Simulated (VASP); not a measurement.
# WC (Qusongite) (P-6m2) in VASP: further runs, part 3 of 3

VASP 6.6.1.

### 4 Single point, PBE

This run uses another cell than the first one, of 10.38 Å³/atom, 0.962 times its volume.

INCAR reads:

```
SYSTEM = WC
ALGO = Normal ; EDIFF = 1E-6
ENCUT = 520 ; GGA = PE
ISIF = 2 ; ISMEAR = 0
LASPH = .TRUE. ; LCHARG = .TRUE.
LELF = .TRUE. ; LREAL = .FALSE.
LVHAR = .TRUE. ; LWAVE = .FALSE.
NBANDS = 16 ; NELM = 80
PREC = Accurate ; SIGMA = 0.020999999999999998
```

KPOINTS reads:

```
k-points
0
G
  10 10 9
  0 0 0
```

POSCAR reads:

```
WC
1.0
    2.9065000000      0.0000000000      0.0000000000
   -1.4532500000      2.5171028361      0.0000000000
    0.0000000000      0.0000000000      2.8366000000
W C
1 1
Direct
    0.0000000000      0.0000000000      0.0000000000
    0.6666666667      0.3333333333      0.5000000000
```

Potentials or basis: VASP PAW PBE potentials, release 64 (W_sv, C).

Started as:

```sh
$ cat potpaw_PBE.64/W_sv/POTCAR potpaw_PBE.64/C/POTCAR > POTCAR
$ mpirun -np 1 vasp_std > vasp.out
```

OUTCAR:

```text
SYSTEM = WC
   EDIFF = 1E-6
   ENCUT = 520
   GGA = PE
   ISIF = 2
   ISMEAR = 0
   LASPH = .TRUE.
   LREAL = .FALSE.
   NELM = 80
   PREC = Accurate

 ion  position               nearest neighbor table
   1  0.000  0.000  0.000-   2 2.20   2 2.20   2 2.20   2 2.20   2 2.20   2 2.20
   2  0.667  0.333  0.500-   1 2.20   1 2.20   1 2.20   1 2.20   1 2.20   1 2.20

  LATTYP: Found a hexagonal cell.
 ALAT       =     2.9065000000
 C/A-ratio  =     0.9759504559

  Lattice vectors:

 A1 = (   2.9065000000,   0.0000000000,   0.0000000000)
 A2 = (  -1.4532500000,   2.5171028361,   0.0000000000)
 A3 = (   0.0000000000,   0.0000000000,   2.8366000000)

Analysis of symmetry for initial positions (statically):
=====================================================================
 Subroutine PRICEL returns:
 Original cell was already a primitive cell.

 Routine SETGRP: Setting up the symmetry group for a
 hexagonal supercell.

 Subroutine GETGRP returns: Found 12 space group operations
 (whereof 12 operations were pure point group operations)
 out of a pool of 24 trial point group operations.

The static configuration has the point symmetry D_3h.

Analysis of symmetry for dynamics (positions and initial velocities):
=====================================================================
 Subroutine PRICEL returns:
 Original cell was already a primitive cell.

 Routine SETGRP: Setting up the symmetry group for a
 hexagonal supercell.

 Subroutine GETGRP returns: Found 12 space group operations
 (whereof 12 operations were pure point group operations)
 out of a pool of 24 trial point group operations.

The dynamic configuration has the point symmetry D_3h.

 Subroutine INISYM returns: Found 12 space group operations
 (whereof 12 operations are pure point group operations),
 and found     1 'primitive' translations

----------------------------------------------------------------------------------------

                                     Primitive cell

  volume of cell :      20.7525

  direct lattice vectors                    reciprocal lattice vectors
     2.906500000  0.000000000  0.000000000     0.344056425  0.198641070  0.000000000
    -1.453250000  2.517102836  0.000000000     0.000000000  0.397282139  0.000000000
     0.000000000  0.000000000  2.836600000     0.000000000  0.000000000  0.352534725

  length of vectors
     2.906500000  2.906500000  2.836600000     0.397282139  0.397282139  0.352534725

  position of ions in fractional coordinates (direct lattice)
     0.000000000  0.000000000  0.000000000
     0.666666667  0.333333333  0.500000000

  ion indices of the primitive-cell ions
   primitive index   ion index
                 1           1
                 2           2

----------------------------------------------------------------------------------------

 KPOINTS: k-points

Automatic generation of k-mesh.
 Grid dimensions read from file:
 generate k-points for:   10   10    9

 Generating k-lattice:

  Cartesian coordinates                     Fractional coordinates (reciprocal lattice)
     0.034405643  0.019864107  0.000000000     0.100000000  0.000000000  0.000000000
     0.000000000  0.039728214  0.000000000     0.000000000  0.100000000  0.000000000
     0.000000000  0.000000000  0.039170525     0.000000000  0.000000000  0.111111111

  Length of vectors
     0.039728214  0.039728214  0.039170525

  Shift w.r.t. Gamma in fractional coordinates (k-lattice)
     0.000000000  0.000000000  0.000000000

 Subroutine IBZKPT returns following result:
 ===========================================

 Found     70 irreducible k-points:

 Following reciprocal coordinates:
            Coordinates               Weight
  0.000000  0.000000  0.000000      1.000000
  0.100000  0.000000  0.000000      6.000000
  0.200000  0.000000  0.000000      6.000000
  0.300000  0.000000  0.000000      6.000000
  0.400000  0.000000  0.000000      6.000000
  0.500000  0.000000  0.000000      3.000000
[... 16 lines left out ...]
  0.300000  0.100000  0.111111     24.000000
  0.400000  0.100000  0.111111     24.000000
 [... further k-points ...]
   k-points           NKPTS =     70   k-points in BZ     NKDIM =     70   number of bands    NBANDS=     16
   number of dos      NEDOS =    301   number of ions     NIONS =      2
   total plane-waves  NPLWV =  13824
   dimension x,y,z NGX =    24 NGY =   24 NGZ =   24
   dimension x,y,z NGXF=    48 NGYF=   48 NGZF=   48
   ions per type =               1   1
   NGX,Y,Z   is equivalent  to a cutoff of  13.73, 13.73, 14.07 a.u.
   NGXF,Y,Z  is equivalent  to a cutoff of  27.46, 27.46, 28.13 a.u.
 SYSTEM =  WC
   PREC   = accura    normal or accurate (medium, high low for compatibility)
   ISTART =      0    job   : 0-new  1-cont  2-samecut
   ICHARG =      2    charge: 1-file 2-atom 10-const
   ISPIN  =      1    spin polarized calculation?
   LNONCOLLINEAR =      F non collinear calculations
   LSORBIT =      F    spin-orbit coupling
   LASPH  =      T    aspherical Exc in radial PAW
   ENCUT  =  520.0 eV  38.22 Ry    6.18 a.u.   5.40  5.40  5.27*2*pi/ulx,y,z
   NELM   =     80;   NELMIN=  2; NELMDL= -5     # of ELM steps
   EDIFF  = 0.1E-05   stopping-criterion for ELM
   LREAL  =      F    real-space projection
   EDIFFG = 0.1E-04   stopping-criterion for IOM
   NSW    =      0    number of steps for IOM
   IBRION =     -1    ionic relax: 0-MD 1-quasi-New 2-CG
   NFREE  =      0    steps in history (QN), initial steepest desc. (CG)
   ISIF   =      2    stress and relaxation
   ISYM   =      2    0-nonsym 1-usesym 2-fastsym
   POTIM  = 0.5000    time-step for ionic-motion
   TEBEG  =    0.0;   TEEND  =   0.0 temperature during run
   PSTRESS=    0.0 pullay stress
   NELECT =      18.0000    total number of electrons
   NUPDOWN=      -1.0000    fix difference up-down
   EMIN   =  10.00;   EMAX   =-10.00  energy-range for DOS
   EFERMI =   0.00;   METHOD = LEGACY
   ISMEAR =     0;   SIGMA  =   0.02  broadening in eV -4-tet -1-fermi 0-gaus
   EFERMI_NEDOS =   21; number of points for ismear=-14 and -15
   IALGO  =     38    algorithm
   IMIX   =      4    mixing-type and parameters
     AMIX     =   0.40;   BMIX     =  1.00
     AMIX_MAG =   1.60;   BMIX_MAG =  1.00
  volume/ion in A,a.u.               =      10.38        70.02
  Fermi-wavevector in a.u.,A,eV,Ry     =   1.561262  2.950358 33.164744  2.437540
  Thomas-Fermi vector in A             =   2.664353
   LORBIT       =      0    0 simple, 1 ext, 2 COOP (PROOUT), +10 PAW based schemes
   GGA     = PE    functional components
   LHFCALC =     F    Hartree Fock is set to
   AEXX    =    0.0000 exact exchange contribution
   IVDW    =     0    specifies the selected vdW correction
   LEPSILON=     F    determine dielectric tensor
   LRPA    =     F    only Hartree local field effects (RPA)
 non-spin polarized calculation
 Gauss-broadening in eV      SIGMA  =   0.02
  energy-cutoff  :      520.00
  volume of cell :       20.75
 maximum number of plane-waves:       580
 NGX is ok and might be reduce to    24
   NGX = 11   NGY = 11   NGZ = 11

 number of electron      18.0000000 magnetization

 Free energy of the ion-electron system (eV)
  ---------------------------------------------------
  ext. energy  EPLUGINS =         0.00000000
  ---------------------------------------------------
  free energy    TOTEN  =       -22.44526463 eV

  energy without entropy =      -22.44504587  energy(sigma->0) =      -22.44515525

 E-fermi :  11.0922     XC(G=0): -13.8001

 val. band max:       10.9905653271   @ k =   0.0000   0.0000   0.3333
 cond. band min:      11.0935616212   @ k =   0.1000   0.0000   0.3333
 fundamental gap:      0.1029962941
 Fermi energy:        11.0922101291

 k-point     1 :       0.0000    0.0000    0.0000
  band No.  band energies     occupation
      1     -62.9199      2.00000
      2     -26.9043      2.00000
      3     -26.7975      2.00000
      4     -26.7975      2.00000
      5      -3.3757      2.00000
      6       6.7671      2.00000
[... 8 lines left out ...]
     15      25.4227      0.00000
     16      27.8140      0.00000
[... 419 lines left out ...]
 k-point    24 :       0.4000    0.1000    0.1111
  band No.  band energies     occupation
      1     -62.8569      2.00000
      2     -27.5557      2.00000
      3     -27.0237      2.00000
      4     -26.8762      2.00000
      5       0.0594      2.00000
      6       4.1814      2.00000
[... 8 lines left out ...]
     15      24.4777      0.00000
     16      28.5260      0.00000

 [... further k-points ...]
[... 5 lines left out ...]
  --------------------------------------------------------------------------------------
  -------------------------------------------------------------------------------------
  Total        0.8999887      0.8999887      0.8151785      0.0000000      0.0000000      0.0000000
  in kB       69.4829525     69.4829525     62.9352396      0.0000000      0.0000000      0.0000000
  external PRESSURE =      67.3003815 kB  Pullay stress =       0.0000000 kB

 VOLUME and BASIS-vectors are now :
 -----------------------------------------------------------------------------
  energy-cutoff  :      520.00
  volume of cell :       20.75
      direct lattice vectors                 reciprocal lattice vectors
     2.906500000  0.000000000  0.000000000     0.344056425  0.198641070  0.000000000
    -1.453250000  2.517102836  0.000000000     0.000000000  0.397282139  0.000000000
     0.000000000  0.000000000  2.836600000     0.000000000  0.000000000  0.352534725

 POSITION                                       TOTAL-FORCE (eV/Angst)
 -----------------------------------------------------------------------------------
      0.00000      0.00000      0.00000        -0.000000      0.000000      0.000000
      1.45325      0.83903      1.41830         0.000000     -0.000000      0.000000
 -----------------------------------------------------------------------------------
    total drift:                                0.000000     -0.000000      0.000000

  FREE ENERGIE OF THE ION-ELECTRON SYSTEM (eV)
  ---------------------------------------------------
  free  energy   TOTEN  =       -22.4452646306 eV

  energy  without entropy=      -22.4450458721  energy(sigma->0) =      -22.44515525
```

OSZICAR:

```text
N       E                     dE             d eps       ncg     rms          rms(c)
DAV:   1     0.110621204914E+03    0.11062E+03   -0.93962E+03  2256   0.124E+03
DAV:   2    -0.222228270349E+02   -0.13284E+03   -0.12801E+03  2696   0.337E+02
DAV:   3    -0.254985750056E+02   -0.32757E+01   -0.32635E+01  2496   0.503E+01
DAV:   4    -0.255156335828E+02   -0.17059E-01   -0.17058E-01  2888   0.412E+00
DAV:   5    -0.255157615694E+02   -0.12799E-03   -0.12799E-03  2480   0.337E-01    0.324E+01
DAV:   6    -0.225294401395E+02    0.29863E+01   -0.57441E+00  2712   0.258E+01    0.855E+00
DAV:   7    -0.224731203611E+02    0.56320E-01   -0.43080E-01  2352   0.503E+00    0.625E+00
DAV:   8    -0.224464935822E+02    0.26627E-01   -0.63590E-02  2432   0.214E+00    0.109E+00
DAV:   9    -0.224453231396E+02    0.11704E-02   -0.30484E-03  2456   0.425E-01    0.119E-01
DAV:  10    -0.224452807491E+02    0.42390E-04   -0.33349E-04  2656   0.215E-01    0.759E-02
DAV:  11    -0.224452658815E+02    0.14868E-04   -0.42667E-05  2552   0.552E-02    0.846E-03
DAV:  12    -0.224452648441E+02    0.10374E-05   -0.48236E-06  2512   0.178E-02    0.237E-03
DAV:  13    -0.224452646306E+02    0.21358E-06   -0.26441E-07  1240   0.518E-03
   1 F= -.22445265E+02 E0= -.22445155E+02  d E =-.218758E-03
```

stdout:

```text
POSCAR found type information on POSCAR W C
 POSCAR found :  2 types and       2 ions
 scaLAPACK will be used
 LDA part: xc-table for (Slater+PW92), standard interpolation
 POSCAR, INCAR and KPOINTS ok, starting setup
 FFT: planning ... GRIDC
 FFT: planning ... GRID_SOFT
 FFT: planning ... GRID
 WAVECAR not read
 entering main loop
```

It took 22 s on 1 thread of Intel Xeon 8259CL, shared host; peak memory 0.15 GiB.

What came out:

* Free energy: -22.4453 eV
* Pressure: 6.7 GPa
* Band gap on the k mesh: zero (band 9 reaches 11.73 eV, above the bottom of band 10 at 10.54 eV)

Stress tensor (GPa, compression positive):
```
6.95 0.00 0.00
0.00 6.95 0.00
0.00 0.00 6.29
```

Levels at points of the mesh, in eV from the Fermi level:
| k point | band 7 | band 8 | band 9 | band 10 | band 11 | band 12 |
| --- | --- | --- | --- | --- | --- | --- |
| (0.00, 0.00, 0.00) | -3.35 | -3.35 | 0.07 | 3.22 | 3.22 | 5.61 |
| (0.50, 0.00, 0.00) | -3.63 | -3.58 | -0.49 | 2.33 | 4.52 | 4.88 |

Caveat: spin-orbit coupling is left out, which moves the levels of the heavy elements.

### 5 The runs side by side

| level | potentials or basis | cell | smearing | gap on the mesh (eV) | pressure (GPa) |
| --- | --- | --- | --- | --- | --- |
| LDA | VASP PAW LDA potentials, release 64 (W_sv, C) | a = 2.945, b = 2.945, c = 2.874 Å, angles 90.0, 90.0, 120.0°, 2 atoms | fermi-dirac 0.05 eV | none | -21.5 |
| LDA | VASP PAW LDA potentials, release 64 (W_sv, C) | a = 2.885, b = 2.885, c = 2.811 Å, angles 90.0, 90.0, 120.0°, 2 atoms | fermi-dirac 0.05 eV | none | 2.7 |
| PBE | VASP PAW PBE potentials, release 64 (W_sv, C) | a = 2.906, b = 2.907, c = 2.837 Å, angles 90.0, 90.0, 120.0°, 2 atoms | gaussian 0.021 eV | none | 6.7 |

Alike in all rows: task single point; no spin polarisation; k mesh 10 × 10 × 9; cutoff (eV) 520.

Caveats: spin-orbit coupling is left out, which moves the levels of the heavy elements.

Total energies depend on the potentials used, so only differences within one code and one set of settings carry meaning.
